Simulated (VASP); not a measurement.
# Rb2ZrBr6 (P4/mmm) in VASP: single point with PBE

Aim: the single point of Rb2ZrBr6 with PBE.

Program: VASP 6.6.1. These are calculated values, not measurements. Logs are shortened: lines on timing, memory, paths and dates and some standing lists are left out, and cuts for length are marked.

**1. The cell of the first run**

The structure is tetragonal, space group P4/mmm (No. 123). The conventional cell has a = 5.480 Å, b = 5.480 Å, c = 10.961 Å, α = 90.00°, β = 90.00°, γ = 90.00°. Rb (site symmetry 4mm) has 12 Br at 3.88 Å and 4 Zr at 4.75 Å within 5.1 Å. Within 3.5 Å of Zr (site symmetry 4/mmm) lie 6 Br at 2.68 to 2.74 Å. Within 3.6 Å of Br (site symmetry mmm) lie 2 Zr at 2.74 Å. Within 3.5 Å of Br (site symmetry 4mm) lie 1 Zr at 2.68 Å. Br (site symmetry mmm) has 8 Br at 3.88 to 3.92 Å and 4 Rb at 3.88 Å within 5.1 Å.

**2. Single point, PBE**

The input, INCAR:

```
SYSTEM = Rb2ZrBr6
PREC = Accurate
ENCUT = 520
EDIFF = 1E-6
ISMEAR = 0
SIGMA = 0.1
LREAL = .FALSE.
LASPH = .TRUE.
NELM = 60
ALGO = Fast
ISIF = 2
LWAVE = .FALSE.
LCHARG = .FALSE.
GGA = PE
NBANDS = 46
```

The input, KPOINTS:

```
Automatic mesh
0
G
  4 4 2
  0 0 0
```

The input, POSCAR:

```
Rb2ZrBr6
1.0
    5.4804193800      0.0000000000      0.0000000000
    0.0000000000      5.4804193800      0.0000000000
    0.0000000000      0.0000000000     10.9608387700
Rb Zr Br
2 1 6
Direct
    0.5000000000      0.5000000000      0.2500000000
    0.5000000000      0.5000000000      0.7500000000
    0.0000000000      0.0000000000      0.0000000000
    0.5000000000      0.0000000000      0.0000000000
    0.0000000000      0.5000000000      0.0000000000
    0.0000000000      0.0000000000      0.2444658900
    0.5000000000      0.0000000000      0.5000000000
    0.0000000000      0.5000000000      0.5000000000
    0.0000000000      0.0000000000      0.7555341100
```

Potentials or basis: VASP PAW PBE potentials, release 64 (Rb_sv, Zr_sv, Br).

Run with:

```console
> cat potpaw_PBE.64/Rb_sv/POTCAR potpaw_PBE.64/Zr_sv/POTCAR potpaw_PBE.64/Br/POTCAR > POTCAR
> mpirun -np 1 vasp_std > vasp.out
```

OUTCAR:

```text
SYSTEM = Rb2ZrBr6
   PREC = Accurate
   ENCUT = 520
   EDIFF = 1E-6
   ISMEAR = 0
   LREAL = .FALSE.
   LASPH = .TRUE.
   NELM = 60
   ISIF = 2
   GGA = PE

 ion  position               nearest neighbor table
   1  0.500  0.500  0.250-   4 3.88   5 3.88   7 3.88   8 3.88   4 3.88   7 3.88   5 3.88   8 3.88
                             6 3.88   6 3.88   6 3.88   6 3.88   3 4.75   3 4.75   3 4.75   3 4.75
   2  0.500  0.500  0.750-   4 3.88   5 3.88   7 3.88   8 3.88   4 3.88   7 3.88   5 3.88   8 3.88
                             9 3.88   9 3.88   9 3.88   9 3.88   3 4.75   3 4.75   3 4.75   3 4.75
   3  0.000  0.000  0.000-   6 2.68   9 2.68   4 2.74   5 2.74   5 2.74   4 2.74   1 4.75   2 4.75
                             1 4.75   1 4.75   2 4.75   2 4.75   1 4.75   2 4.75
   4  0.500  0.000  0.000-   3 2.74   3 2.74   1 3.88   1 3.88   2 3.88   2 3.88
   5  0.000  0.500  0.000-   3 2.74   3 2.74   1 3.88   2 3.88   1 3.88   2 3.88
   6  0.000  0.000  0.244-   3 2.68   1 3.88   1 3.88   1 3.88   1 3.88
   7  0.500  0.000  0.500-   1 3.88   2 3.88   1 3.88   2 3.88
   8  0.000  0.500  0.500-   1 3.88   2 3.88   1 3.88   2 3.88
   9  0.000  0.000  0.756-   3 2.68   2 3.88   2 3.88   2 3.88   2 3.88

  LATTYP: Found a simple tetragonal cell.
 ALAT       =     5.4804193800
 C/A-ratio  =     2.0000000018

  Lattice vectors:

 A1 = (   5.4804193800,   0.0000000000,   0.0000000000)
 A2 = (   0.0000000000,   5.4804193800,   0.0000000000)
 A3 = (   0.0000000000,   0.0000000000,  10.9608387700)

Analysis of symmetry for initial positions (statically):
=====================================================================
 Subroutine PRICEL returns:
 Original cell was already a primitive cell.

 Routine SETGRP: Setting up the symmetry group for a
 simple tetragonal supercell.

 Subroutine GETGRP returns: Found 16 space group operations
 (whereof 16 operations were pure point group operations)
 out of a pool of 16 trial point group operations.

The static configuration has the point symmetry D_4h.

Analysis of symmetry for dynamics (positions and initial velocities):
=====================================================================
 Subroutine PRICEL returns:
 Original cell was already a primitive cell.

 Routine SETGRP: Setting up the symmetry group for a
 simple tetragonal supercell.

 Subroutine GETGRP returns: Found 16 space group operations
 (whereof 16 operations were pure point group operations)
 out of a pool of 16 trial point group operations.

The dynamic configuration has the point symmetry D_4h.

 Subroutine INISYM returns: Found 16 space group operations
 (whereof 16 operations are pure point group operations),
 and found     1 'primitive' translations

----------------------------------------------------------------------------------------

                                     Primitive cell

  volume of cell :     329.2088

  direct lattice vectors                    reciprocal lattice vectors
     5.480419380  0.000000000  0.000000000     0.182467788  0.000000000  0.000000000
     0.000000000  5.480419380  0.000000000     0.000000000  0.182467788  0.000000000
     0.000000000  0.000000000 10.960838770     0.000000000  0.000000000  0.091233894

  length of vectors
     5.480419380  5.480419380 10.960838770     0.182467788  0.182467788  0.091233894

  position of ions in fractional coordinates (direct lattice)
     0.500000000  0.500000000  0.250000000
     0.500000000  0.500000000  0.750000000
     0.000000000  0.000000000  0.000000000
     0.500000000  0.000000000  0.000000000
     0.000000000  0.500000000  0.000000000
     0.000000000  0.000000000  0.244465890
     0.500000000  0.000000000  0.500000000
     0.000000000  0.500000000  0.500000000
     0.000000000  0.000000000  0.755534110

  ion indices of the primitive-cell ions
   primitive index   ion index
                 1           1
                 2           2
                 3           3
                 4           4
                 5           5
                 6           6
                 7           7
                 8           8
                 9           9

----------------------------------------------------------------------------------------

 KPOINTS: Automatic mesh

Automatic generation of k-mesh.
 Grid dimensions read from file:
 generate k-points for:    4    4    2

 Generating k-lattice:

  Cartesian coordinates                     Fractional coordinates (reciprocal lattice)
     0.045616947  0.000000000  0.000000000     0.250000000  0.000000000  0.000000000
     0.000000000  0.045616947  0.000000000     0.000000000  0.250000000  0.000000000
     0.000000000  0.000000000  0.045616947     0.000000000  0.000000000  0.500000000

  Length of vectors
     0.045616947  0.045616947  0.045616947

  Shift w.r.t. Gamma in fractional coordinates (k-lattice)
     0.000000000  0.000000000  0.000000000

 Subroutine IBZKPT returns following result:
 ===========================================

 Found     12 irreducible k-points:

 Following reciprocal coordinates:
            Coordinates               Weight
  0.000000  0.000000  0.000000      1.000000
  0.250000  0.000000  0.000000      4.000000
  0.500000  0.000000  0.000000      2.000000
  0.250000  0.250000  0.000000      4.000000
  0.500000  0.250000  0.000000      4.000000
  0.500000  0.500000  0.000000      1.000000
  0.000000  0.000000  0.500000      1.000000
  0.250000  0.000000  0.500000      4.000000
  0.500000  0.000000  0.500000      2.000000
  0.250000  0.250000  0.500000      4.000000
  0.500000  0.250000  0.500000      4.000000
  0.500000  0.500000  0.500000      1.000000
   k-points           NKPTS =     12   k-points in BZ     NKDIM =     12   number of bands    NBANDS=     46
   number of dos      NEDOS =    301   number of ions     NIONS =      9
   total plane-waves  NPLWV = 148176
   dimension x,y,z NGX =    42 NGY =   42 NGZ =   84
   dimension x,y,z NGXF=    84 NGYF=   84 NGZF=  168
   ions per type =               2   1   6
   NGX,Y,Z   is equivalent  to a cutoff of  12.74, 12.74, 12.74 a.u.
   NGXF,Y,Z  is equivalent  to a cutoff of  25.48, 25.48, 25.48 a.u.
 SYSTEM =  Rb2ZrBr6
   PREC   = accura    normal or accurate (medium, high low for compatibility)
   ISTART =      0    job   : 0-new  1-cont  2-samecut
   ICHARG =      2    charge: 1-file 2-atom 10-const
   ISPIN  =      1    spin polarized calculation?
   LNONCOLLINEAR =      F non collinear calculations
   LSORBIT =      F    spin-orbit coupling
   LASPH  =      T    aspherical Exc in radial PAW
   ENCUT  =  520.0 eV  38.22 Ry    6.18 a.u.  10.19 10.19 20.38*2*pi/ulx,y,z
   NELM   =     60;   NELMIN=  2; NELMDL= -5     # of ELM steps
   EDIFF  = 0.1E-05   stopping-criterion for ELM
   LREAL  =      F    real-space projection
   EDIFFG = 0.1E-04   stopping-criterion for IOM
   NSW    =      0    number of steps for IOM
   IBRION =     -1    ionic relax: 0-MD 1-quasi-New 2-CG
   NFREE  =      0    steps in history (QN), initial steepest desc. (CG)
   ISIF   =      2    stress and relaxation
   ISYM   =      2    0-nonsym 1-usesym 2-fastsym
   POTIM  = 0.5000    time-step for ionic-motion
   TEBEG  =    0.0;   TEEND  =   0.0 temperature during run
   PSTRESS=    0.0 pullay stress
   NELECT =      72.0000    total number of electrons
   NUPDOWN=      -1.0000    fix difference up-down
   EMIN   =  10.00;   EMAX   =-10.00  energy-range for DOS
   EFERMI =   0.00;   METHOD = LEGACY
   ISMEAR =     0;   SIGMA  =   0.10  broadening in eV -4-tet -1-fermi 0-gaus
   EFERMI_NEDOS =   21; number of points for ismear=-14 and -15
   IALGO  =     68    algorithm
   IMIX   =      4    mixing-type and parameters
     AMIX     =   0.40;   BMIX     =  1.00
     AMIX_MAG =   1.60;   BMIX_MAG =  1.00
  volume/ion in A,a.u.               =      36.58       246.85
  Fermi-wavevector in a.u.,A,eV,Ry     =   0.986344  1.863920 13.236769  0.972875
  Thomas-Fermi vector in A             =   2.117718
   LORBIT       =      0    0 simple, 1 ext, 2 COOP (PROOUT), +10 PAW based schemes
   GGA     = PE    functional components
   LHFCALC =     F    Hartree Fock is set to
   AEXX    =    0.0000 exact exchange contribution
   IVDW    =     0    specifies the selected vdW correction
   LEPSILON=     F    determine dielectric tensor
   LRPA    =     F    only Hartree local field effects (RPA)
 non-spin polarized calculation
 RMM-DIIS sequential band-by-band and
 Gauss-broadening in eV      SIGMA  =   0.10
  energy-cutoff  :      520.00
  volume of cell :      329.21
 maximum number of plane-waves:      8904
 NGX is ok and might be reduce to    42
   NGX = 21   NGY = 21   NGZ = 41

 number of electron      72.0000009 magnetization

 Free energy of the ion-electron system (eV)
  ---------------------------------------------------
  ext. energy  EPLUGINS =         0.00000000
  ---------------------------------------------------
  free energy    TOTEN  =       -31.47012386 eV

  energy without entropy =      -31.44322609  energy(sigma->0) =      -31.45667497

 E-fermi :   1.0889     XC(G=0):  -7.7327

 val. band max:        1.0460397481   @ k =   0.0000   0.0000   0.0000
 cond. band min:       1.1140757861   @ k =   0.2500   0.2500   0.5000
 fundamental gap:      0.0680360380
 Fermi energy:         1.0889430422

 k-point     1 :       0.0000    0.0000    0.0000
  band No.  band energies     occupation
      1     -49.8634      2.00000
      2     -27.8790      2.00000
      3     -27.8790      2.00000
      4     -27.8378      2.00000
      5     -25.6866      2.00000
      6     -25.6861      2.00000
[... 38 lines left out ...]
     45       5.7713      0.00000
     46       6.8980      0.00000

 k-point     2 :       0.2500    0.0000    0.0000
  band No.  band energies     occupation
      1     -49.8634      2.00000
      2     -27.8839      2.00000
      3     -27.8789      2.00000
      4     -27.8377      2.00000
      5     -25.6863      2.00000
      6     -25.6858      2.00000
[... 482 lines left out ...]
 k-point    12 :       0.5000    0.5000    0.5000
  band No.  band energies     occupation
      1     -49.8634      2.00000
      2     -27.8887      2.00000
      3     -27.8887      2.00000
      4     -27.8374      2.00000
      5     -25.6855      2.00000
      6     -25.6853      2.00000
[... 38 lines left out ...]
     45       6.0142      0.00000
     46       7.0925      0.00000

------------------------ aborting loop because EDIFF is reached ----------------------------------------

  FORCE on cell =-STRESS in cart. coord.  units (eV):
  Direction    XX          YY          ZZ          XY          YZ          ZX
  --------------------------------------------------------------------------------------
  -------------------------------------------------------------------------------------
  Total       -0.7677954     -0.7677954     -7.0700734      0.0000000      0.0000000      0.0000000
  in kB       -3.7366699     -3.7366699    -34.4082931      0.0000000      0.0000000      0.0000000
  external PRESSURE =     -13.9605443 kB  Pullay stress =       0.0000000 kB

 VOLUME and BASIS-vectors are now :
 -----------------------------------------------------------------------------
  energy-cutoff  :      520.00
  volume of cell :      329.21
      direct lattice vectors                 reciprocal lattice vectors
     5.480419380  0.000000000  0.000000000     0.182467788  0.000000000  0.000000000
     0.000000000  5.480419380  0.000000000     0.000000000  0.182467788  0.000000000
     0.000000000  0.000000000 10.960838770     0.000000000  0.000000000  0.091233894

 POSITION                                       TOTAL-FORCE (eV/Angst)
 -----------------------------------------------------------------------------------
      2.74021      2.74021      2.74021        -0.000000      0.000000      0.819621
      2.74021      2.74021      8.22063        -0.000000      0.000000     -0.819621
      0.00000      0.00000      0.00000        -0.000000     -0.000000      0.000000
      2.74021      0.00000      0.00000        -0.000000     -0.000000      0.000000
      0.00000      2.74021      0.00000        -0.000000     -0.000000      0.000000
      0.00000      0.00000      2.67955         0.000000     -0.000000     -1.088196
      2.74021      0.00000      5.48042        -0.000000     -0.000000      0.000000
      0.00000      2.74021      5.48042        -0.000000     -0.000000      0.000000
      0.00000      0.00000      8.28129        -0.000000     -0.000000      1.088196
 -----------------------------------------------------------------------------------
    total drift:                                0.000000      0.000000     -0.000000

  FREE ENERGIE OF THE ION-ELECTRON SYSTEM (eV)
  ---------------------------------------------------
  free  energy   TOTEN  =       -31.4701238575 eV

  energy  without entropy=      -31.4432260901  energy(sigma->0) =      -31.45667497
```

It took 10 min on 1 thread of Oxide Virtual Turin-like, shared host; peak memory 0.45 GiB.

Results:

- Free energy: -31.4701 eV
- Pressure: -1.4 GPa
- Largest force: 1.088 eV/Å
- Band gap on the k mesh: zero (bands 36 and 37 overlap by 0.39 eV)

Forces in eV/Å, atoms in the order of the input:
```
Rb   0.000  0.000  0.820
Rb   0.000  0.000 -0.820
Zr   0.000  0.000  0.000
Br   0.000  0.000  0.000
Br   0.000  0.000  0.000
Br   0.000  0.000 -1.088
Br   0.000  0.000  0.000
Br   0.000  0.000  0.000
Br   0.000  0.000  1.088
```

Stress tensor (GPa, compression positive):
```
-0.37  0.00  0.00
 0.00 -0.37  0.00
 0.00  0.00 -3.44
```

Caveat: forces of over 1 eV/Å act on the atoms, so gaps and moduli don't describe the material at rest.

The gap in the log of VASP goes by the Fermi energy; the results here count the filled bands.